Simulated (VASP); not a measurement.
# Ti (P6/mmm) in VASP: notebook

Ti is run at these levels: LDA, PBEsol, PBE; tasks: single point.

All numbers are computed with VASP 6.6.1; they aren't measurements. Logs are shortened: lines on timing, memory, paths and dates and some standing lists are left out, and cuts for length are marked.

### Step 1. The cell of the first run

Symmetry: P6/mmm, No. 191, hexagonal system. The conventional cell has a = 4.453 Å, b = 4.453 Å, c = 2.769 Å, α = 90.00°, β = 90.00°, γ = 120.00°. Ti (site symmetry -6m2) has 11 Ti at 2.57 to 2.92 Å within 3.4 Å. Within 3.6 Å of Ti (site symmetry 6/mmm) lie 14 Ti at 2.77 to 2.92 Å.

This isn't the form of Ti at room conditions, which is hcp.

### Step 2. Single point, LDA

Contents of INCAR:

```
PREC = Accurate
ENCUT = 520
EDIFF = 1E-7
ISMEAR = -1
SIGMA = 0.05
LREAL = False
LASPH = True
NELM = 100
ALGO = Normal
ISIF = 2
LWAVE = False
LCHARG = False
GGA = CA
NBANDS = 25
```

Contents of KPOINTS:

```
regular mesh
0
Gamma
  7 7 9
```

Contents of POSCAR:

```
Ti
1.0
    4.4526318868      0.0000000000      0.0000000000
   -2.2263159434      3.8560923277      0.0000000000
    0.0000000000      0.0000000000      2.7691101587
Ti
3
Direct
    0.6666666667      0.3333333333      0.5000000000
    0.3333333333      0.6666666667      0.5000000000
    0.0000000000      0.0000000000      0.0000000000
```

Potentials or basis: VASP PAW LDA potentials, release 64 (Ti_sv).

The run is started by

```console
> cat potpaw_LDA.64/Ti_sv/POTCAR > POTCAR
> mpirun -np 1 vasp_std > vasp.out
```

OUTCAR:

```text
PREC = Accurate
   ENCUT = 520
   EDIFF = 1E-7
   ISMEAR = -1
   LREAL = False
   LASPH = True
   NELM = 100
   ISIF = 2
   GGA = CA

 ion  position               nearest neighbor table
   1  0.667  0.333  0.500-   2 2.57   2 2.57   2 2.57   3 2.92   3 2.92   3 2.92   3 2.92   3 2.92
                             3 2.92
   2  0.333  0.667  0.500-   1 2.57   1 2.57   1 2.57   3 2.92   3 2.92   3 2.92   3 2.92   3 2.92
                             3 2.92
   3  0.000  0.000  0.000-   1 2.92   2 2.92   1 2.92   2 2.92   1 2.92   1 2.92   2 2.92   2 2.92
                             1 2.92   1 2.92   2 2.92   2 2.92

  LATTYP: Found a hexagonal cell.
 ALAT       =     4.4526318868
 C/A-ratio  =     0.6219041298

  Lattice vectors:

 A1 = (   4.4526318868,   0.0000000000,   0.0000000000)
 A2 = (  -2.2263159434,   3.8560923277,   0.0000000000)
 A3 = (   0.0000000000,   0.0000000000,   2.7691101587)

Analysis of symmetry for initial positions (statically):
=====================================================================
 Subroutine PRICEL returns:
 Original cell was already a primitive cell.

 Routine SETGRP: Setting up the symmetry group for a
 hexagonal supercell.

 Subroutine GETGRP returns: Found 24 space group operations
 (whereof 24 operations were pure point group operations)
 out of a pool of 24 trial point group operations.

The static configuration has the point symmetry D_6h.

Analysis of symmetry for dynamics (positions and initial velocities):
=====================================================================
 Subroutine PRICEL returns:
 Original cell was already a primitive cell.

 Routine SETGRP: Setting up the symmetry group for a
 hexagonal supercell.

 Subroutine GETGRP returns: Found 24 space group operations
 (whereof 24 operations were pure point group operations)
 out of a pool of 24 trial point group operations.

The dynamic configuration has the point symmetry D_6h.

 Subroutine INISYM returns: Found 24 space group operations
 (whereof 24 operations are pure point group operations),
 and found     1 'primitive' translations

----------------------------------------------------------------------------------------

                                     Primitive cell

  volume of cell :      47.5450

  direct lattice vectors                    reciprocal lattice vectors
     4.452631887  0.000000000  0.000000000     0.224586273  0.129664945  0.000000000
[... 86 lines left out ...]
   ENCUT  =  520.0 eV  38.22 Ry    6.18 a.u.   8.28  8.28  5.15*2*pi/ulx,y,z
   NELM   =    100;   NELMIN=  2; NELMDL= -5     # of ELM steps
   EDIFF  = 0.1E-06   stopping-criterion for ELM
   LREAL  =      F    real-space projection
   EDIFFG = 0.1E-05   stopping-criterion for IOM
   NSW    =      0    number of steps for IOM
   IBRION =     -1    ionic relax: 0-MD 1-quasi-New 2-CG
   NFREE  =      0    steps in history (QN), initial steepest desc. (CG)
   ISIF   =      2    stress and relaxation
   ISYM   =      2    0-nonsym 1-usesym 2-fastsym
   POTIM  = 0.5000    time-step for ionic-motion
   TEBEG  =    0.0;   TEEND  =   0.0 temperature during run
   PSTRESS=    0.0 pullay stress
   NELECT =      36.0000    total number of electrons
   NUPDOWN=      -1.0000    fix difference up-down
   EMIN   =  10.00;   EMAX   =-10.00  energy-range for DOS
   EFERMI =   0.00;   METHOD = LEGACY
   ISMEAR =    -1;   SIGMA  =   0.05  broadening in eV -4-tet -1-fermi 0-gaus
   EFERMI_NEDOS =   21; number of points for ismear=-14 and -15
   IALGO  =     38    algorithm
   IMIX   =      4    mixing-type and parameters
     AMIX     =   0.40;   BMIX     =  1.00
     AMIX_MAG =   1.60;   BMIX_MAG =  1.00
  volume/ion in A,a.u.               =      15.85       106.95
  Fermi-wavevector in a.u.,A,eV,Ry     =   1.492133  2.819722 30.292837  2.226461
  Thomas-Fermi vector in A             =   2.604700
   LORBIT       =      0    0 simple, 1 ext, 2 COOP (PROOUT), +10 PAW based schemes
   GGA     = CA    functional components
   LHFCALC =     F    Hartree Fock is set to
   AEXX    =    0.0000 exact exchange contribution
   IVDW    =     0    specifies the selected vdW correction
   LEPSILON=     F    determine dielectric tensor
   LRPA    =     F    only Hartree local field effects (RPA)
 non-spin polarized calculation
  energy-cutoff  :      520.00
  volume of cell :       47.54
 maximum number of plane-waves:      1292
 NGX is ok and might be reduce to    36
   NGX = 17   NGY = 17   NGZ = 11

 number of electron      36.0000006 magnetization

 Free energy of the ion-electron system (eV)
  ---------------------------------------------------
  ext. energy  EPLUGINS =         0.00000000
  ---------------------------------------------------
  free energy    TOTEN  =       -25.73272028 eV

  energy without entropy =      -25.70901199  energy(sigma->0) =      -25.72086614

 E-fermi :   8.9831     XC(G=0): -12.2293

 val. band max:        8.9752945778   @ k =   0.0000   0.0000   0.0000
 cond. band min:       8.9858189656   @ k =   0.4286   0.1429   0.2222
 fundamental gap:      0.0105243879
 Fermi energy:         8.9830903916

 k-point     1 :       0.0000    0.0000    0.0000
  band No.  band energies     occupation
      1     -47.0690      2.00000
      2     -46.8103      2.00000
      3     -46.5920      2.00000
      4     -23.7991      2.00000
      5     -23.7991      2.00000
      6     -23.7516      2.00000
[... 661 lines left out ...]
     24      11.7607      0.00000
     25      11.8041      0.00000

 [... further k-points ...]

------------------------ aborting loop because EDIFF is reached ----------------------------------------

  FORCE on cell =-STRESS in cart. coord.  units (eV):
  Direction    XX          YY          ZZ          XY          YZ          ZX
  --------------------------------------------------------------------------------------
  -------------------------------------------------------------------------------------
  Total       -0.0405893     -0.0405893     -0.0425239      0.0000000      0.0000000     -0.0000000
  in kB       -1.3677845     -1.3677845     -1.4329771      0.0000000      0.0000000     -0.0000000
  external PRESSURE =      -1.3895154 kB  Pullay stress =       0.0000000 kB

 VOLUME and BASIS-vectors are now :
 -----------------------------------------------------------------------------
  energy-cutoff  :      520.00
  volume of cell :       47.54
      direct lattice vectors                 reciprocal lattice vectors
     4.452631887  0.000000000  0.000000000     0.224586273  0.129664945  0.000000000
    -2.226315943  3.856092328  0.000000000     0.000000000  0.259329890  0.000000000
     0.000000000  0.000000000  2.769110159     0.000000000  0.000000000  0.361126840

 POSITION                                       TOTAL-FORCE (eV/Angst)
 -----------------------------------------------------------------------------------
      2.22632      1.28536      1.38456         0.000000      0.000000     -0.000000
     -0.00000      2.57073      1.38456        -0.000000     -0.000000      0.000000
      0.00000      0.00000      0.00000         0.000000      0.000000     -0.000000
 -----------------------------------------------------------------------------------
    total drift:                                0.000000      0.000000     -0.000000

  FREE ENERGIE OF THE ION-ELECTRON SYSTEM (eV)
  ---------------------------------------------------
  free  energy   TOTEN  =       -25.7327202770 eV

  energy  without entropy=      -25.7090119943  energy(sigma->0) =      -25.72086614
```

stdout:

```text
POSCAR found type information on POSCAR Ti
 POSCAR found :  1 types and       3 ions
 scaLAPACK will be used
 LDA part: xc-table for (Slater(with rela. corr.)+CA(PZ))
 , standard interpolation
 POSCAR, INCAR and KPOINTS ok, starting setup
 FFT: planning ... GRIDC
 FFT: planning ... GRID_SOFT
 FFT: planning ... GRID
 WAVECAR not read
 entering main loop
```

Wall time 48 s (1 thread of Intel Xeon Platinum 8259CL at 2.50GHz (Skylake/Cascade Lake), shared host); peak memory 0.17 GiB.

Results:

| Property | Result |
| --- | --- |
| Free energy | -25.7327 eV |
| Pressure | -0.1 GPa |
| Band gap on the k mesh | zero (bands 18 and 19 overlap by 0.34 eV) |

### Step 3. Single point, PBEsol

This run uses another cell than the first one, of 16.47 Å³/atom.

Contents of INCAR:

```
PREC = Accurate ; ENCUT = 520
EDIFF = 1E-7 ; ISMEAR = -1
SIGMA = 0.05 ; LREAL = F
LASPH = T ; NELM = 80
ALGO = Normal ; ISIF = 2
LWAVE = F ; LCHARG = F
GGA = PS ; NBANDS = 25
```

Contents of KPOINTS:

```
Automatic mesh
0
Gamma
  7 7 9
```

Contents of POSCAR:

```
Ti
1.0
    4.5156641908      0.0000000000      0.0000000000
   -2.2578320954      3.9106799042      0.0000000000
    0.0000000000      0.0000000000      2.7976462787
Ti
3
Direct
    0.6666666667      0.3333333333      0.5000000000
    0.3333333333      0.6666666667      0.5000000000
    0.0000000000      0.0000000000      0.0000000000
```

Potentials or basis: VASP PAW PBE potentials, release 64 (Ti_sv).

The run is started by

```console
> cat potpaw_PBE.64/Ti_sv/POTCAR > POTCAR
> mpirun -np 1 vasp_std > vasp.out
```

It took 55 s on 1 thread of Intel Xeon Platinum 8259CL at 2.50GHz (Skylake/Cascade Lake), shared host; peak memory 0.19 GiB.

The run converged. Its results:

```
Free energy            : -25.0713 eV
Pressure               : -0.3 GPa
Band gap on the k mesh : zero (bands 18 and 19 overlap by 0.30 eV)
```

Levels at points of the mesh, in eV from the Fermi level:
```csv
k point,band 16,band 17,band 18,band 19,band 20,band 21
"(0.00, 0.00, 0.00)",-0.71,-0.61,-0.61,-0.02,0.71,1.34
```

Caveat: the PAW data sets were made with another functional, which shifts forces and pressure a little.

### Step 4. Single point, PBE

This run uses another cell than the first one, of 17.14 Å³/atom.

Contents of INCAR:

```
  PREC = Accurate
  ENCUT = 520
  EDIFF = 1E-6
  ISMEAR = -1
  SIGMA = 0.05
  LREAL = False
  LASPH = True
  NELM = 80
  ALGO = Normal
  ISIF = 2
  LWAVE = False
  LCHARG = True
  GGA = PE
  LELF = True
  LVHAR = True
  NBANDS = 25
```

Contents of KPOINTS:

```
regular mesh
0
Gamma
  7 7 9
```

Contents of POSCAR:

```
Ti
1.0
    4.5793034915      0.0000000000      0.0000000000
   -2.2896517458      3.9657931553      0.0000000000
    0.0000000000      0.0000000000      2.8313635793
Ti
3
Direct
    0.6666666667      0.3333333333      0.5000000000
    0.3333333333      0.6666666667      0.5000000000
    0.0000000000      0.0000000000      0.0000000000
```

Potentials or basis: VASP PAW PBE potentials, release 64 (Ti_sv).

The run is started by

```console
> cat potpaw_PBE.64/Ti_sv/POTCAR > POTCAR
> mpirun -np 1 vasp_std > vasp.out
```

OUTCAR:

```text
PREC = Accurate
   ENCUT = 520
   EDIFF = 1E-6
   ISMEAR = -1
   LREAL = False
   LASPH = True
   NELM = 80
   ISIF = 2
   GGA = PE

 ion  position               nearest neighbor table
   1  0.667  0.333  0.500-   2 2.64   2 2.64   2 2.64
   2  0.333  0.667  0.500-   1 2.64   1 2.64   1 2.64
   3  0.000  0.000  0.000-

  LATTYP: Found a hexagonal cell.
 ALAT       =     4.5793034915
 C/A-ratio  =     0.6182956829

  Lattice vectors:

 A1 = (   4.5793034915,   0.0000000000,   0.0000000000)
 A2 = (  -2.2896517458,   3.9657931553,   0.0000000000)
 A3 = (   0.0000000000,   0.0000000000,   2.8313635793)

Analysis of symmetry for initial positions (statically):
=====================================================================
 Subroutine PRICEL returns:
 Original cell was already a primitive cell.

 Routine SETGRP: Setting up the symmetry group for a
 hexagonal supercell.

 Subroutine GETGRP returns: Found 24 space group operations
 (whereof 24 operations were pure point group operations)
 out of a pool of 24 trial point group operations.

The static configuration has the point symmetry D_6h.

Analysis of symmetry for dynamics (positions and initial velocities):
=====================================================================
 Subroutine PRICEL returns:
 Original cell was already a primitive cell.

 Routine SETGRP: Setting up the symmetry group for a
 hexagonal supercell.

 Subroutine GETGRP returns: Found 24 space group operations
 (whereof 24 operations were pure point group operations)
 out of a pool of 24 trial point group operations.

The dynamic configuration has the point symmetry D_6h.

 Subroutine INISYM returns: Found 24 space group operations
 (whereof 24 operations are pure point group operations),
 and found     1 'primitive' translations

----------------------------------------------------------------------------------------

[... 111 lines left out ...]
   IALGO  =     38    algorithm
   IMIX   =      4    mixing-type and parameters
     AMIX     =   0.40;   BMIX     =  1.00
     AMIX_MAG =   1.60;   BMIX_MAG =  1.00
  volume/ion in A,a.u.               =      17.14       115.66
  Fermi-wavevector in a.u.,A,eV,Ry     =   1.453675  2.747047 28.751433  2.113171
  Thomas-Fermi vector in A             =   2.570914
   LORBIT       =      0    0 simple, 1 ext, 2 COOP (PROOUT), +10 PAW based schemes
   GGA     = PE    functional components
   LHFCALC =     F    Hartree Fock is set to
   AEXX    =    0.0000 exact exchange contribution
   IVDW    =     0    specifies the selected vdW correction
   LEPSILON=     F    determine dielectric tensor
   LRPA    =     F    only Hartree local field effects (RPA)
 non-spin polarized calculation
  energy-cutoff  :      520.00
  volume of cell :       51.42
 maximum number of plane-waves:      1414
 NGX is ok and might be reduce to    36
   NGX = 17   NGY = 17   NGZ = 11

 number of electron      35.9999985 magnetization

 Free energy of the ion-electron system (eV)
  ---------------------------------------------------
  ext. energy  EPLUGINS =         0.00000000
  ---------------------------------------------------
  free energy    TOTEN  =       -23.53489688 eV

  energy without entropy =      -23.51273261  energy(sigma->0) =      -23.52381474

 E-fermi :   8.3594     XC(G=0): -11.5598

 val. band max:        8.3552070004   @ k =   0.4286   0.1429   0.3333
 cond. band min:       8.3912011602   @ k =   0.2857   0.1429   0.0000
 fundamental gap:      0.0359941597
 Fermi energy:         8.3594489591

 k-point     1 :       0.0000    0.0000    0.0000
  band No.  band energies     occupation
      1     -48.5242      2.00000
      2     -48.2656      2.00000
      3     -48.1031      2.00000
      4     -24.8375      2.00000
      5     -24.8375      2.00000
      6     -24.7282      2.00000
[... 661 lines left out ...]
     24      10.9262      0.00000
     25      10.9451      0.00000

 [... further k-points ...]

------------------------ aborting loop because EDIFF is reached ----------------------------------------

  FORCE on cell =-STRESS in cart. coord.  units (eV):
  Direction    XX          YY          ZZ          XY          YZ          ZX
  --------------------------------------------------------------------------------------
  -------------------------------------------------------------------------------------
  Total       -0.0641368     -0.0641368     -0.0774390      0.0000000      0.0000000      0.0000000
  in kB       -1.9984460     -1.9984460     -2.4129324      0.0000000      0.0000000      0.0000000
  external PRESSURE =      -2.1366082 kB  Pullay stress =       0.0000000 kB

 VOLUME and BASIS-vectors are now :
 -----------------------------------------------------------------------------
  energy-cutoff  :      520.00
  volume of cell :       51.42
      direct lattice vectors                 reciprocal lattice vectors
     4.579303492  0.000000000  0.000000000     0.218373821  0.126078184  0.000000000
    -2.289651746  3.965793155  0.000000000     0.000000000  0.252156368  0.000000000
     0.000000000  0.000000000  2.831363579     0.000000000  0.000000000  0.353186714

 POSITION                                       TOTAL-FORCE (eV/Angst)
 -----------------------------------------------------------------------------------
      2.28965      1.32193      1.41568        -0.000000     -0.000000     -0.000000
     -0.00000      2.64386      1.41568        -0.000000      0.000000      0.000000
      0.00000      0.00000      0.00000         0.000000      0.000000     -0.000000
 -----------------------------------------------------------------------------------
    total drift:                                0.000000      0.000000     -0.000000

  FREE ENERGIE OF THE ION-ELECTRON SYSTEM (eV)
  ---------------------------------------------------
  free  energy   TOTEN  =       -23.5348968771 eV

  energy  without entropy=      -23.5127326117  energy(sigma->0) =      -23.52381474
```

OSZICAR:

```text
N       E                     dE             d eps       ncg     rms          rms(c)
DAV:   1     0.432699608903E+03    0.43270E+03   -0.18834E+04  2008   0.178E+03
DAV:   2     0.224422503589E+02   -0.41026E+03   -0.40331E+03  2004   0.516E+02
DAV:   3    -0.229550558853E+02   -0.45397E+02   -0.44410E+02  3709   0.148E+02
DAV:   4    -0.264991220176E+02   -0.35441E+01   -0.35263E+01  2682   0.380E+01
DAV:   5    -0.267088907273E+02   -0.20977E+00   -0.20967E+00  3189   0.764E+00    0.149E+01
DAV:   6    -0.235210211624E+02    0.31879E+01   -0.11546E+01  2502   0.323E+01    0.370E+00
DAV:   7    -0.235047069037E+02    0.16314E-01   -0.12446E+00  3088   0.743E+00    0.243E+00
DAV:   8    -0.235755390308E+02   -0.70832E-01   -0.51482E-01  2941   0.746E+00    0.228E+00
DAV:   9    -0.235478358142E+02    0.27703E-01   -0.51776E-01  2899   0.548E+00    0.855E-01
DAV:  10    -0.235342510193E+02    0.13585E-01   -0.77420E-02  2649   0.294E+00    0.984E-02
DAV:  11    -0.235348286897E+02   -0.57767E-03   -0.62949E-03  2884   0.662E-01    0.130E-01
DAV:  12    -0.235349319729E+02   -0.10328E-03   -0.47816E-04  2637   0.177E-01    0.421E-02
DAV:  13    -0.235348979937E+02    0.33979E-04   -0.11002E-04  2826   0.708E-02    0.102E-02
DAV:  14    -0.235348962940E+02    0.16997E-05   -0.10170E-05  2841   0.347E-02    0.592E-03
DAV:  15    -0.235348968771E+02   -0.58306E-06   -0.75340E-07  1400   0.825E-03
   1 F= -.23534897E+02 E0= -.23523815E+02  d E =-.221643E-01
```

stdout:

```text
POSCAR found type information on POSCAR Ti
 POSCAR found :  1 types and       3 ions
 scaLAPACK will be used
 LDA part: xc-table for (Slater+PW92), standard interpolation
 POSCAR, INCAR and KPOINTS ok, starting setup
 FFT: planning ... GRIDC
 FFT: planning ... GRID_SOFT
 FFT: planning ... GRID
 WAVECAR not read
 entering main loop
```

Wall time 50 s (1 thread of Intel Xeon Platinum 8259CL at 2.50GHz (Skylake/Cascade Lake), shared host); peak memory 0.19 GiB.

Results:

```
Free energy            : -23.5349 eV
Pressure               : -0.2 GPa
Band gap on the k mesh : zero (bands 18 and 19 overlap by 0.26 eV)
```

Levels at points of the mesh, in eV from the Fermi level:
```
           k point  band 16  band 17  band 18  band 19  band 20  band 21
(0.00, 0.00, 0.00)    -0.70    -0.61    -0.61    -0.03     0.68     1.29
```

### Step 5. The runs side by side

| level | potentials or basis | cell | gap on the mesh (eV) | pressure (GPa) |
| --- | --- | --- | --- | --- |
| LDA | VASP PAW LDA potentials, release 64 (Ti_sv) | a = 4.453, b = 4.453, c = 2.769 Å, angles 90.0, 90.0, 120.0°, 3 atoms | none | -0.1 |
| PBEsol | VASP PAW PBE potentials, release 64 (Ti_sv) | a = 4.516, b = 4.516, c = 2.798 Å, angles 90.0, 90.0, 120.0°, 3 atoms | none | -0.3 |
| PBE | VASP PAW PBE potentials, release 64 (Ti_sv) | a = 4.579, b = 4.579, c = 2.831 Å, angles 90.0, 90.0, 120.0°, 3 atoms | none | -0.2 |

Alike in all rows: task single point; no spin polarisation; k mesh 7 × 7 × 9; cutoff (eV) 520; smearing fermi-dirac 0.05 eV.

Caveats: the PAW data sets were made with another functional, which shifts forces and pressure a little (at least some runs).

Total energies depend on the potentials used, so only differences within one code and one set of settings carry meaning.
